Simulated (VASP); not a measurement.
# Bi (I4/mmm) in VASP: a series of runs

The runs below take Bi through single point, with PBEsol+D3(BJ).

Program: VASP 6.6.1. These are calculated values, not measurements. Logs are shortened: lines on timing, memory, paths and dates and some standing lists are left out, and cuts for length are marked.

## (1) The cell of the first run

The structure is tetragonal, space group I4/mmm (No. 139). The conventional cell has a = 3.898 Å, b = 3.898 Å, c = 4.200 Å, α = 90.00°, β = 90.00°, γ = 90.00°. Within 4.6 Å of Bi (site symmetry 4/mmm) lie 14 Bi at 3.46 to 4.20 Å.

## (2) Single point, PBEsol+D3(BJ) (31.90 Å³/atom)

Contents of INCAR:

```
  ALGO = Fast
  EDIFF = 1E-7
  ENCUT = 520
  GGA = PS
  ISIF = 2
  ISMEAR = 0
  IVDW = 12
  LASPH = T
  LCHARG = F
  LREAL = F
  LWAVE = F
  NBANDS = 14
  NELM = 60
  PREC = Accurate
  SIGMA = 0.15
```

Contents of KPOINTS:

```
k-points
0
Gamma
  18 18 18
```

Contents of POSCAR:

```
Bi
1.0
   -1.9487774294      1.9487774294      2.1000025579
    1.9487774294     -1.9487774294      2.1000025579
    1.9487774294      1.9487774294     -2.1000025579
Bi
1
Direct
    0.0000000000      0.0000000000      0.0000000000
```

Potentials or basis: VASP PAW PBE potentials, release 64 (Bi_d).

Started as:

```bash
$ cat potpaw_PBE.64/Bi_d/POTCAR > POTCAR
$ mpirun -np 1 vasp_std > vasp.out
```

OUTCAR:

```text
EDIFF = 1E-7
   ENCUT = 520
   GGA = PS
   ISIF = 2
   ISMEAR = 0
   IVDW = 12
   LASPH = T
   LREAL = F
   NELM = 60
   PREC = Accurate
 IVDW          = 12

 ion  position               nearest neighbor table
   1  0.000  0.000  0.000-

  LATTYP: Found a body centered tetragonal cell.
 ALAT       =     3.8975548588
 C/A-ratio  =     1.0776000000

  Lattice vectors:

 A1 = (  -1.9487774294,   1.9487774294,   2.1000025579)
 A2 = (   1.9487774294,  -1.9487774294,   2.1000025579)
 A3 = (   1.9487774294,   1.9487774294,  -2.1000025579)

Analysis of symmetry for initial positions (statically):
=====================================================================
 Subroutine PRICEL returns:
 Original cell was already a primitive cell.

 Routine SETGRP: Setting up the symmetry group for a
 body centered tetragonal supercell.

 Subroutine GETGRP returns: Found 16 space group operations
 (whereof 16 operations were pure point group operations)
 out of a pool of 16 trial point group operations.

The static configuration has the point symmetry D_4h.

Analysis of symmetry for dynamics (positions and initial velocities):
=====================================================================
 Subroutine PRICEL returns:
 Original cell was already a primitive cell.

 Routine SETGRP: Setting up the symmetry group for a
 body centered tetragonal supercell.

 Subroutine GETGRP returns: Found 16 space group operations
 (whereof 16 operations were pure point group operations)
 out of a pool of 16 trial point group operations.

The dynamic configuration has the point symmetry D_4h.

 Subroutine INISYM returns: Found 16 space group operations
 (whereof 16 operations are pure point group operations),
 and found     1 'primitive' translations

----------------------------------------------------------------------------------------

                                     Primitive cell

  volume of cell :      31.9010

  direct lattice vectors                    reciprocal lattice vectors
    -1.948777429  1.948777429  2.100002558     0.000000000  0.256571116  0.238094948
     1.948777429 -1.948777429  2.100002558     0.256571116  0.000000000  0.238094948
     1.948777429  1.948777429 -2.100002558     0.256571116  0.256571116  0.000000000

  length of vectors
     3.464892160  3.464892160  3.464892160     0.350025630  0.350025630  0.362846352

  position of ions in fractional coordinates (direct lattice)
     0.000000000  0.000000000  0.000000000

  ion indices of the primitive-cell ions
   primitive index   ion index
                 1           1

----------------------------------------------------------------------------------------

 KPOINTS: k-points

Automatic generation of k-mesh.
 Grid dimensions read from file:
 generate k-points for:   18   18   18

 Generating k-lattice:

  Cartesian coordinates                     Fractional coordinates (reciprocal lattice)
     0.000000000  0.014253951  0.013227497     0.055555556 -0.000000000  0.000000000
     0.014253951  0.000000000  0.013227497    -0.000000000  0.055555556  0.000000000
     0.014253951  0.014253951  0.000000000     0.000000000  0.000000000  0.055555556

  Length of vectors
     0.019445868  0.019445868  0.020158131

  Shift w.r.t. Gamma in fractional coordinates (k-lattice)
     0.000000000  0.000000000  0.000000000

 Subroutine IBZKPT returns following result:
 ===========================================

 Found    480 irreducible k-points:

 Following reciprocal coordinates:
            Coordinates               Weight
  0.000000  0.000000  0.000000      1.000000
  0.055556  0.000000 -0.000000      8.000000
  0.111111  0.000000 -0.000000      8.000000
  0.166667  0.000000 -0.000000      8.000000
  0.222222  0.000000 -0.000000      8.000000
  0.277778  0.000000  0.000000      8.000000
[... 16 lines left out ...]
 -0.277778  0.055556  0.000000     16.000000
 -0.222222  0.055556  0.000000     16.000000
 [... further k-points ...]
   k-points           NKPTS =    480   k-points in BZ     NKDIM =    480   number of bands    NBANDS=     14
   number of dos      NEDOS =    301   number of ions     NIONS =      1
   total plane-waves  NPLWV =  21952
   dimension x,y,z NGX =    28 NGY =   28 NGZ =   28
   dimension x,y,z NGXF=    56 NGYF=   56 NGZF=   56
   ions per type =               1
   NGX,Y,Z   is equivalent  to a cutoff of  13.43, 13.43, 13.43 a.u.
   NGXF,Y,Z  is equivalent  to a cutoff of  26.87, 26.87, 26.87 a.u.
 SYSTEM =  unknown system
   PREC   = accura    normal or accurate (medium, high low for compatibility)
   ISTART =      0    job   : 0-new  1-cont  2-samecut
   ICHARG =      2    charge: 1-file 2-atom 10-const
   ISPIN  =      1    spin polarized calculation?
   LNONCOLLINEAR =      F non collinear calculations
   LSORBIT =      F    spin-orbit coupling
   LASPH  =      T    aspherical Exc in radial PAW
   ENCUT  =  520.0 eV  38.22 Ry    6.18 a.u.   6.44  6.44  6.44*2*pi/ulx,y,z
   NELM   =     60;   NELMIN=  2; NELMDL= -5     # of ELM steps
   EDIFF  = 0.1E-06   stopping-criterion for ELM
   LREAL  =      F    real-space projection
   EDIFFG = 0.1E-05   stopping-criterion for IOM
   NSW    =      0    number of steps for IOM
   IBRION =     -1    ionic relax: 0-MD 1-quasi-New 2-CG
   NFREE  =      0    steps in history (QN), initial steepest desc. (CG)
   ISIF   =      2    stress and relaxation
   ISYM   =      2    0-nonsym 1-usesym 2-fastsym
   POTIM  = 0.5000    time-step for ionic-motion
   TEBEG  =    0.0;   TEEND  =   0.0 temperature during run
   PSTRESS=    0.0 pullay stress
   NELECT =      15.0000    total number of electrons
   NUPDOWN=      -1.0000    fix difference up-down
   EMIN   =  10.00;   EMAX   =-10.00  energy-range for DOS
   EFERMI =   0.00;   METHOD = LEGACY
   ISMEAR =     0;   SIGMA  =   0.15  broadening in eV -4-tet -1-fermi 0-gaus
   EFERMI_NEDOS =   21; number of points for ismear=-14 and -15
   IALGO  =     68    algorithm
   IMIX   =      4    mixing-type and parameters
     AMIX     =   0.40;   BMIX     =  1.00
     AMIX_MAG =   1.60;   BMIX_MAG =  1.00
  volume/ion in A,a.u.               =      31.90       215.28
  Fermi-wavevector in a.u.,A,eV,Ry     =   1.273026  2.405670 22.049524  1.620594
  Thomas-Fermi vector in A             =   2.405872
   LORBIT       =      0    0 simple, 1 ext, 2 COOP (PROOUT), +10 PAW based schemes
   GGA     = PS    functional components
   LHFCALC =     F    Hartree Fock is set to
   AEXX    =    0.0000 exact exchange contribution
   IVDW    =    12    specifies the selected vdW correction
   LEPSILON=     F    determine dielectric tensor
   LRPA    =     F    only Hartree local field effects (RPA)
 non-spin polarized calculation
 RMM-DIIS sequential band-by-band and
 Gauss-broadening in eV      SIGMA  =   0.15
  energy-cutoff  :      520.00
  volume of cell :       31.90
 maximum number of plane-waves:       879
 NGX is ok and might be reduce to    28
   NGX = 13   NGY = 13   NGZ = 13

 number of electron      15.0000005 magnetization

 Free energy of the ion-electron system (eV)
  ---------------------------------------------------
  ext. energy  EPLUGINS =         0.00000000
  ---------------------------------------------------
  free energy    TOTEN  =        -4.19855659 eV

  energy without entropy =       -4.19130335  energy(sigma->0) =       -4.19492997

 E-fermi :   7.4451     XC(G=0): -10.3213

 val. band max:        7.4401042130   @ k =  -0.3333   0.4444   0.2778
 cond. band min:       7.4519590747   @ k =  -0.2222  -0.3889   0.1667
 fundamental gap:      0.0118548617
 Fermi energy:         7.4450769857

 k-point     1 :       0.0000    0.0000    0.0000
  band No.  band energies     occupation
      1     -15.4951      2.00000
      2     -15.4951      2.00000
      3     -15.4789      2.00000
      4     -15.3891      2.00000
      5     -15.3625      2.00000
      6      -5.9247      2.00000
      7      12.2369      0.00000
      8      12.4284      0.00000
      9      12.4284      0.00000
     10      16.1869      0.00000
     11      17.3957      0.00000
     12      18.3042      0.00000
     13      18.3043      0.00000
     14      18.5894      0.00000

 k-point     2 :       0.0556    0.0000   -0.0000
  band No.  band energies     occupation
      1     -15.4932      2.00000
      2     -15.4930      2.00000
      3     -15.4764      2.00000
      4     -15.3898      2.00000
      5     -15.3634      2.00000
      6      -5.8713      2.00000
      7      11.6792      0.00000
      8      12.2736      0.00000
      9      12.3057      0.00000
     10      16.5760      0.00000
     11      17.0629      0.00000
     12      17.8991      0.00000
     13      17.9878      0.00000
     14      18.9523      0.00000

 k-point     3 :       0.1111    0.0000   -0.0000
  band No.  band energies     occupation
      1     -15.4925      2.00000
      2     -15.4871      2.00000
      3     -15.4640      2.00000
      4     -15.3918      2.00000
      5     -15.3659      2.00000
      6      -5.7121      2.00000
      7      10.3324      0.00000
      8      11.8705      0.00000
      9      12.2006      0.00000
     10      16.1126      0.00000
     11      17.3376      0.00000
     12      17.6138      0.00000
     13      17.7536      0.00000
     14      19.5153      0.00000

 k-point     4 :       0.1667    0.0000   -0.0000
  band No.  band energies     occupation
      1     -15.4958      2.00000
      2     -15.4789      2.00000
      3     -15.4408      2.00000
      4     -15.3947      2.00000
      5     -15.3691      2.00000
      6      -5.4500      2.00000
      7       8.8049      0.00000
      8      11.3404      0.00000
      9      12.0437      0.00000
     10      15.4539      0.00000
     11      16.8127      0.00000
     12      17.4645      0.00000
     13      18.4137      0.00000
     14      20.4283      0.00000

 k-point     5 :       0.2222    0.0000   -0.0000
  band No.  band energies     occupation
      1     -15.5008      2.00000
      2     -15.4705      2.00000
      3     -15.4110      2.00000
      4     -15.3976      2.00000
      5     -15.3723      2.00000
      6      -5.0918      2.00000
      7       7.2839      1.87127
      8      10.7848      0.00000
      9      11.8448      0.00000
     10      14.8881      0.00000
     11      16.3601      0.00000
[... 276 lines left out ...]
 k-point    22 :      -0.3333    0.0556    0.0000
  band No.  band energies     occupation
      1     -15.5074      2.00000
      2     -15.4632      2.00000
      3     -15.3987      2.00000
      4     -15.3752      2.00000
      5     -15.3618      2.00000
      6      -4.3511      2.00000
      7       5.1461      2.00000
      8       9.8051      0.00000
      9      11.2370      0.00000
     10      14.5560      0.00000
     11      15.9841      0.00000
     12      17.2695      0.00000
     13      20.4065      0.00000
     14      22.1083      0.00000

 k-point    23 :      -0.2778    0.0556    0.0000
  band No.  band energies     occupation
      1     -15.5020      2.00000
      2     -15.4684      2.00000
      3     -15.3976      2.00000
      4     -15.3935      2.00000
      5     -15.3727      2.00000
      6      -4.8244      2.00000
      7       6.4867      2.00000
      8      10.3176      0.00000
      9      11.4494      0.00000
     10      14.9452      0.00000
     11      16.1516      0.00000
     12      17.2082      0.00000
     13      19.8247      0.00000
     14      20.9353      0.00000

 k-point    24 :      -0.2222    0.0556    0.0000
  band No.  band energies     occupation
      1     -15.4969      2.00000
      2     -15.4763      2.00000
      3     -15.4237      2.00000
      4     -15.3944      2.00000
      5     -15.3708      2.00000
      6      -5.2279      2.00000
      7       7.9333      0.00000
      8      10.9045      0.00000
      9      11.6655      0.00000
     10      15.4290      0.00000
     11      16.3307      0.00000
     12      17.3653      0.00000
     13      19.0814      0.00000
     14      20.0453      0.00000

 [... further k-points ...]

------------------------ aborting loop because EDIFF is reached ----------------------------------------

 Edisp (eV)   -0.50974

 E8    (eV) :    -0.3644

  FORCE on cell =-STRESS in cart. coord.  units (eV):
  Direction    XX          YY          ZZ          XY          YZ          ZX
  --------------------------------------------------------------------------------------
  -------------------------------------------------------------------------------------
  Total      -1.11863    -1.11863    -1.27168     0.00000     0.00000     0.00000
  in kB     -56.18135   -56.18135   -63.86837     0.00000     0.00000     0.00000
  external pressure =      -58.74 kB  Pullay stress =        0.00 kB

 VOLUME and BASIS-vectors are now :
 -----------------------------------------------------------------------------
  energy-cutoff  :      520.00
  volume of cell :       31.90
      direct lattice vectors                 reciprocal lattice vectors
    -1.948777429  1.948777429  2.100002558     0.000000000  0.256571116  0.238094948
     1.948777429 -1.948777429  2.100002558     0.256571116  0.000000000  0.238094948
     1.948777429  1.948777429 -2.100002558     0.256571116  0.256571116  0.000000000

 POSITION                                       TOTAL-FORCE (eV/Angst)
 -----------------------------------------------------------------------------------
      0.00000      0.00000      0.00000         0.000000      0.000000      0.000000
 -----------------------------------------------------------------------------------
    total drift:                               -0.000000     -0.000000     -0.000000

  FREE ENERGIE OF THE ION-ELECTRON SYSTEM (eV)
  ---------------------------------------------------
  free  energy   TOTEN  =        -4.7082921917 eV

  energy  without entropy=       -4.7010389549  energy(sigma->0) =       -4.70466557
```

Run time: 94 s. Hardware: 1 thread of Intel Xeon 6975P-C (Granite Rapids), shared host; peak memory 0.31 GiB.

Results:

```
Free energy                : -4.7083 eV
Pressure                   : -5.9 GPa
Band gap on the k mesh     : zero (an odd number of electrons rules out a gap without spin polarisation)
Dispersion energy per atom : -0.510 eV
```

Caveat: the cell stands under tension; the PAW data sets were made with another functional, which shifts forces and pressure a little; spin-orbit coupling is left out, which moves the levels of the heavy elements.

## (3) Single point, PBEsol+D3(BJ) (31.90 Å³/atom)

Contents of INCAR:

```
SYSTEM = Bi
PREC     = Accurate       ! precision mode
ENCUT    = 520            ! plane-wave cutoff, eV
EDIFF    = 1E-6           ! SCF threshold, eV
ISMEAR   = 0              ! smearing method
SIGMA    = 0.15           ! smearing width, eV
LREAL    = .FALSE.        ! projectors in reciprocal space
LASPH    = .TRUE.         ! aspherical terms in the spheres
NELM     = 60             ! most SCF steps
ALGO     = Fast           ! electronic algorithm
ISIF     = 2              ! what is computed and relaxed
LWAVE    = .FALSE.        ! write WAVECAR
LCHARG   = .TRUE.         ! write CHGCAR
GGA      = PS             ! functional
IVDW     = 12             ! dispersion correction
LELF     = .TRUE.         ! ELF
LVHAR    = .TRUE.       
NBANDS   = 14             ! bands
```

Contents of KPOINTS:

```
regular mesh
0
G
  18 18 18
  0 0 0
```

Contents of POSCAR:

```
Bi
1.0
   -1.8540763764      1.8540763764      2.3200057698
    1.8540763764     -1.8540763764      2.3200057698
    1.8540763764      1.8540763764     -2.3200057698
Bi
1
Direct
    0.0000000000      0.0000000000      0.0000000000
```

Potentials or basis: VASP PAW PBE potentials, release 64 (Bi_d).

Started as:

```bash
$ cat potpaw_PBE.64/Bi_d/POTCAR > POTCAR
$ mpirun -np 1 vasp_std > vasp.out
```

Wall time 85 s (1 thread of Intel Xeon 6975P-C (Granite Rapids), shared host); peak memory 0.31 GiB.

It converged, with:

```
Free energy                : -4.6753 eV
Pressure                   : -5.6 GPa
Band gap on the k mesh     : zero (an odd number of electrons rules out a gap without spin polarisation)
Dispersion energy per atom : -0.510 eV
```

Stress tensor (GPa, compression positive):
```
-5.07  0.00  0.00
 0.00 -5.07  0.00
 0.00  0.00 -6.79
```

Levels at points of the mesh, in eV from the Fermi level:
| k point | band 5 | band 6 | band 7 | band 8 | band 9 | band 10 |
| --- | --- | --- | --- | --- | --- | --- |
| (0.00, 0.00, 0.00) | -22.86 | -13.41 | 4.73 | 4.87 | 4.87 | 8.59 |
| (0.50, 0.00, 0.00) | -22.81 | -10.66 | -5.10 | 2.50 | 3.85 | 6.84 |
| (0.50, 0.50, 0.00) | -22.78 | -9.96 | -4.60 | 0.53 | 1.33 | 4.50 |
| (0.50, 0.50, 0.50) | -22.80 | -9.02 | -3.66 | -0.48 | -0.48 | 3.46 |

Caveat: the cell stands under tension; the PAW data sets were made with another functional, which shifts forces and pressure a little; spin-orbit coupling is left out, which moves the levels of the heavy elements.

## (4) Single point, PBEsol+D3(BJ) (25.07 Å³/atom)

This run uses another cell than the first one, of 25.07 Å³/atom.

Contents of INCAR:

```
SYSTEM = Bi
PREC = Accurate
ENCUT = 520
EDIFF = 1E-6
ISMEAR = 0
SIGMA = 0.15
LREAL = .False.
LASPH = .True.
NELM = 80
ALGO = Fast
ISIF = 2
LWAVE = .False.
LCHARG = .True.
GGA = PS
IVDW = 12
LELF = .True.
LVHAR = .True.
NBANDS = 14
```

Contents of KPOINTS:

```
Automatic mesh
0
Gamma
  18 18 18
  0 0 0
```

Contents of POSCAR:

```
Bi
1.0
   -1.8901078267      1.8901078267      1.7540200632
    1.8901078267     -1.8901078267      1.7540200632
    1.8901078267      1.8901078267     -1.7540200632
Bi
1
Direct
    0.0000000000      0.0000000000      0.0000000000
```

Started as:

```bash
$ cat potpaw_PBE.64/Bi_d/POTCAR > POTCAR
$ mpirun -np 1 vasp_std > vasp.out
```

It took 44 s on 1 thread of Intel Xeon 6975P-C (Granite Rapids), shared host; peak memory 0.26 GiB.

The run converged. Its results:

```
Free energy                : -4.6547 eV
Pressure                   : 12.2 GPa
Band gap on the k mesh     : zero (an odd number of electrons rules out a gap without spin polarisation)
Dispersion energy per atom : -0.657 eV
```

Stress tensor (GPa, compression positive):
```
11.43  0.00  0.00
 0.00 11.43  0.00
 0.00  0.00 13.88
```

Levels at points of the mesh, in eV from the Fermi level:
```tsv
k point	band 5	band 6	band 7	band 8	band 9	band 10
(0.00, 0.00, 0.00)	-22.94	-15.31	6.53	6.53	7.29	10.28
(0.50, 0.00, 0.00)	-22.81	-10.68	-6.44	1.70	3.49	6.48
(0.50, 0.50, 0.00)	-22.82	-11.15	-6.64	2.73	4.91	7.73
(0.50, 0.50, 0.50)	-22.83	-7.71	-2.85	-2.85	-1.31	2.94
```

Caveat: the cell stands under pressure; the PAW data sets were made with another functional, which shifts forces and pressure a little; spin-orbit coupling is left out, which moves the levels of the heavy elements.

[end of part 1 of 2]
